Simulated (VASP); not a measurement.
# SnO2 (R-3m) in VASP: settings compared, part 2 of 2

VASP 6.6.1. Earlier steps stand in the parts before.

## 4. Single point, r2SCAN

This run uses another cell than the first one, of 13.92 Å³/atom.

The input, POSCAR:

```
SnO2
1.0
    1.5952377869      0.9210109657      4.7357117578
   -1.5952377869      0.9210109657      4.7357117578
    0.0000000000     -1.8420219315      4.7357117578
Sn O
1 2
Direct
    0.5000000000      0.5000000000      0.5000000000
    0.7628300000      0.7628300000      0.7628300000
    0.2371700000      0.2371700000      0.2371700000
```

The input, INCAR.step1:

```
SYSTEM = SnO2
  PREC = Accurate
  ENCUT = 520
  ISMEAR = -1
  SIGMA = 0.05
  LREAL = .FALSE.
  LASPH = .TRUE.
  NELM = 60
  NBANDS = 20
  GGA = PE
  ALGO = Normal
  EDIFF = 1E-4
  LWAVE = .TRUE.
  LCHARG = .FALSE.
```

The input, INCAR.step2:

```
SYSTEM = SnO2
  PREC = Accurate
  ENCUT = 520
  EDIFF = 1E-6
  ISMEAR = -1
  SIGMA = 0.05
  LREAL = .FALSE.
  LASPH = .TRUE.
  NELM = 60
  ALGO = Normal
  ISIF = 2
  LWAVE = .FALSE.
  LCHARG = .TRUE.
  METAGGA = R2SCAN
  LMIXTAU = .TRUE.
  LELF = .TRUE.
  LVHAR = .TRUE.
  NBANDS = 20
  ISTART = 1
```

The input, KPOINTS:

```
regular mesh
0
G
  10 10 10
  0 0 0
```

Potentials or basis: VASP PAW PBE potentials, release 64 (Sn_d, O).

Run with:

```sh
cat potpaw_PBE.64/Sn_d/POTCAR potpaw_PBE.64/O/POTCAR > POTCAR
cp INCAR.step1 INCAR
mpirun -np 1 vasp_std > vasp.out
cp INCAR.step2 INCAR
mpirun -np 1 vasp_std > vasp.out
```

OUTCAR:

```text
SYSTEM = SnO2
   PREC = Accurate
   ENCUT = 520
   EDIFF = 1E-6
   ISMEAR = -1
   LREAL = .FALSE.
   LASPH = .TRUE.
   NELM = 60
   ISIF = 2
   METAGGA = R2SCAN
   ISTART = 1

 ion  position               nearest neighbor table
   1  0.500  0.500  0.500-   3 2.10   3 2.10   2 2.10   2 2.10   3 2.10   2 2.10
   2  0.763  0.763  0.763-   1 2.10   1 2.10   1 2.10
   3  0.237  0.237  0.237-   1 2.10   1 2.10   1 2.10

  LATTYP: Found a trigonal (rhomboedric) cell.
 ALAT       =     5.0813394542
 COS(alpha) =     0.8028828391

  Lattice vectors:

 A1 = (   1.5952377869,   0.9210109657,   4.7357117578)
 A2 = (  -1.5952377869,   0.9210109657,   4.7357117578)
 A3 = (   0.0000000000,  -1.8420219315,   4.7357117578)

Analysis of symmetry for initial positions (statically):
=====================================================================
 Subroutine PRICEL returns:
 Original cell was already a primitive cell.

 Routine SETGRP: Setting up the symmetry group for a
 trigonal (rhombohedral) supercell.

 Subroutine GETGRP returns: Found 12 space group operations
 (whereof 12 operations were pure point group operations)
 out of a pool of 12 trial point group operations.

The static configuration has the point symmetry D_3d.

Analysis of symmetry for dynamics (positions and initial velocities):
=====================================================================
 Subroutine PRICEL returns:
 Original cell was already a primitive cell.

 Routine SETGRP: Setting up the symmetry group for a
 trigonal (rhombohedral) supercell.

 Subroutine GETGRP returns: Found 12 space group operations
 (whereof 12 operations were pure point group operations)
 out of a pool of 12 trial point group operations.

[... 114 lines left out ...]
   NUPDOWN=      -1.0000    fix difference up-down
   EMIN   =  10.00;   EMAX   =-10.00  energy-range for DOS
   EFERMI =   0.00;   METHOD = LEGACY
   ISMEAR =    -1;   SIGMA  =   0.05  broadening in eV -4-tet -1-fermi 0-gaus
   EFERMI_NEDOS =   21; number of points for ismear=-14 and -15
   IALGO  =     38    algorithm
   IMIX   =      4    mixing-type and parameters
     AMIX     =   0.40;   BMIX     =  1.00
     AMIX_MAG =   1.60;   BMIX_MAG =  1.00
  volume/ion in A,a.u.               =      13.92        93.91
  Fermi-wavevector in a.u.,A,eV,Ry     =   1.398053  2.641937 26.593305  1.954553
  Thomas-Fermi vector in A             =   2.521249
   LORBIT       =      0    0 simple, 1 ext, 2 COOP (PROOUT), +10 PAW based schemes
   METAGGA = R2SCAN    functional components
   LHFCALC =     F    Hartree Fock is set to
   AEXX    =    0.0000 exact exchange contribution
   IVDW    =     0    specifies the selected vdW correction
   LEPSILON=     F    determine dielectric tensor
   LRPA    =     F    only Hartree local field effects (RPA)
 non-spin polarized calculation
  energy-cutoff  :      520.00
  volume of cell :       41.75
 maximum number of plane-waves:      1142
 NGX is ok and might be reduce to    40
   NGX = 19   NGY = 19   NGZ = 19

 number of electron      26.0000007 magnetization

 Free energy of the ion-electron system (eV)
  ---------------------------------------------------
  ext. energy  EPLUGINS =         0.00000000
  ---------------------------------------------------
  free energy    TOTEN  =       -41.65593068 eV

  energy without entropy =      -41.65593068  energy(sigma->0) =      -41.65593068

 E-fermi :   4.4789     XC(G=0): -10.9132

 val. band max:        3.2794427984   @ k =  -0.2000   0.2000   0.0000
 cond. band min:       6.0071832366   @ k =   0.0000   0.0000   0.0000
 fundamental gap:      2.7277404382
 Fermi energy:         4.4788547464

 k-point     1 :       0.0000    0.0000    0.0000
  band No.  band energies     occupation
      1     -17.3210      2.00000
      2     -16.9899      2.00000
      3     -16.9899      2.00000
      4     -16.7312      2.00000
      5     -16.7312      2.00000
      6     -15.6427      2.00000
[... 541 lines left out ...]
     19      17.7144      0.00000
     20      21.4233      0.00000

 [... further k-points ...]

------------------------ aborting loop because EDIFF is reached ----------------------------------------

  FORCE on cell =-STRESS in cart. coord.  units (eV):
  Direction    XX          YY          ZZ          XY          YZ          ZX
  --------------------------------------------------------------------------------------
  -------------------------------------------------------------------------------------
  Total        0.2844096      0.2844096     -0.5503764      0.0000000      0.0000000     -0.0000000
  in kB       10.9151083     10.9151083    -21.1224178      0.0000000      0.0000000     -0.0000000
  external PRESSURE =       0.2359329 kB  Pullay stress =       0.0000000 kB

 VOLUME and BASIS-vectors are now :
 -----------------------------------------------------------------------------
  energy-cutoff  :      520.00
  volume of cell :       41.75
      direct lattice vectors                 reciprocal lattice vectors
     1.595237787  0.921010966  4.735711758     0.313432896  0.180960567  0.070387167
    -1.595237787  0.921010966  4.735711758    -0.313432896  0.180960567  0.070387167
     0.000000000 -1.842021931  4.735711758     0.000000000 -0.361921134  0.070387167

 POSITION                                       TOTAL-FORCE (eV/Angst)
 -----------------------------------------------------------------------------------
      0.00000     -0.00000      7.10357         0.000000      0.000000     -0.000000
      0.00000     -0.00000     10.83763        -0.000000     -0.000000      0.089933
      0.00000     -0.00000      3.36951        -0.000000      0.000000     -0.089933
 -----------------------------------------------------------------------------------
    total drift:                               -0.000000      0.000000      0.000000

  FREE ENERGIE OF THE ION-ELECTRON SYSTEM (eV)
  ---------------------------------------------------
  free  energy   TOTEN  =       -41.6559306785 eV

  energy  without entropy=      -41.6559306784  energy(sigma->0) =      -41.65593068
```

OUTCAR.step1:

```text
SYSTEM = SnO2
   PREC = Accurate
   ENCUT = 520
   ISMEAR = -1
   LREAL = .FALSE.
   LASPH = .TRUE.
   NELM = 60
[... 776 lines left out ...]
      0.00000     -0.00000      7.10357         0.000000     -0.000000     -0.000000
      0.00000     -0.00000     10.83763        -0.000000      0.000000     -0.373407
      0.00000     -0.00000      3.36951        -0.000000     -0.000000      0.373407
 -----------------------------------------------------------------------------------
    total drift:                               -0.000000      0.000000      0.000000

  FREE ENERGIE OF THE ION-ELECTRON SYSTEM (eV)
  ---------------------------------------------------
  free  energy   TOTEN  =       -18.1647275878 eV

  energy  without entropy=      -18.1647275877  energy(sigma->0) =      -18.16472759
```

OSZICAR.step1:

```text
N       E                     dE             d eps       ncg     rms          rms(c)
DAV:   1     0.260817744532E+03    0.26082E+03   -0.14079E+04  4932   0.193E+03
DAV:   2     0.864538030502E+01   -0.25217E+03   -0.23939E+03  5016   0.502E+02
DAV:   3    -0.202938790994E+02   -0.28939E+02   -0.28657E+02  5436   0.143E+02
DAV:   4    -0.211214069453E+02   -0.82753E+00   -0.82686E+00  5080   0.261E+01
DAV:   5    -0.211378842884E+02   -0.16477E-01   -0.16477E-01  5740   0.390E+00    0.109E+01
DAV:   6    -0.181753355508E+02    0.29625E+01   -0.11230E+01  6876   0.565E+01    0.445E+00
DAV:   7    -0.181806687833E+02   -0.53332E-02   -0.66779E-01  4804   0.663E+00    0.215E+00
DAV:   8    -0.181650430009E+02    0.15626E-01   -0.63663E-02  4920   0.268E+00    0.494E-01
DAV:   9    -0.181641367546E+02    0.90625E-03   -0.10594E-02  6568   0.163E+00    0.885E-02
DAV:  10    -0.181647093832E+02   -0.57263E-03   -0.18142E-03  4800   0.348E-01    0.306E-02
DAV:  11    -0.181647275878E+02   -0.18205E-04   -0.31670E-05  3436   0.660E-02
   1 F= -.18164728E+02 E0= -.18164728E+02  d E =-.648553E-10
```

Run time: 5.8 min. Hardware: 1 thread of Intel Xeon 6975P-C (Granite Rapids), shared host; peak memory 0.31 GiB.

Results:

```yaml
Free_energy: -41.6559 eV
Pressure: 0.0 GPa
Largest_force: 0.090 eV/Å
Band_gap_on_the_k_mesh: 2.73 eV (least direct gap 2.88 eV)
```

Forces in eV/Å, atoms in the order of the input:
```
Sn   0.000  0.000  0.000
O    0.000  0.000  0.090
O    0.000  0.000 -0.090
```

Stress tensor (GPa, compression positive):
```
 1.09  0.00  0.00
 0.00  1.09  0.00
 0.00  0.00 -2.11
```

Caveat: the PAW data sets were made with another functional, which shifts forces and pressure a little; spin-orbit coupling is left out, which moves the levels of the heavy elements.

## 5. The runs side by side

```tsv
level	potentials or basis	cell	gap on the mesh (eV)	pressure (GPa)	largest force (eV/Å)
LDA	VASP PAW LDA potentials, release 64 (Sn_d, O)	a = 5.219 Å, angles 36.6°, 3 atoms	1.54	-12.9	0.98
r2SCAN	VASP PAW PBE potentials, release 64 (Sn_d, O)	a = 5.046 Å, angles 36.6°, 3 atoms	2.89	3.8	0.18
r2SCAN	VASP PAW PBE potentials, release 64 (Sn_d, O)	a = 5.081 Å, angles 36.6°, 3 atoms	2.73	0.0	0.09
```

Alike in all rows: task single point; no spin polarisation; k mesh 10 × 10 × 10; cutoff (eV) 520; smearing fermi-dirac 0.05 eV.

Caveats: spin-orbit coupling is left out, which moves the levels of the heavy elements; the PAW data sets were made with another functional, which shifts forces and pressure a little (at least some runs); the cell stands under tension (at least some runs); the cell stands under pressure (at least some runs).

Total energies depend on the potentials used, so only differences within one code and one set of settings carry meaning.
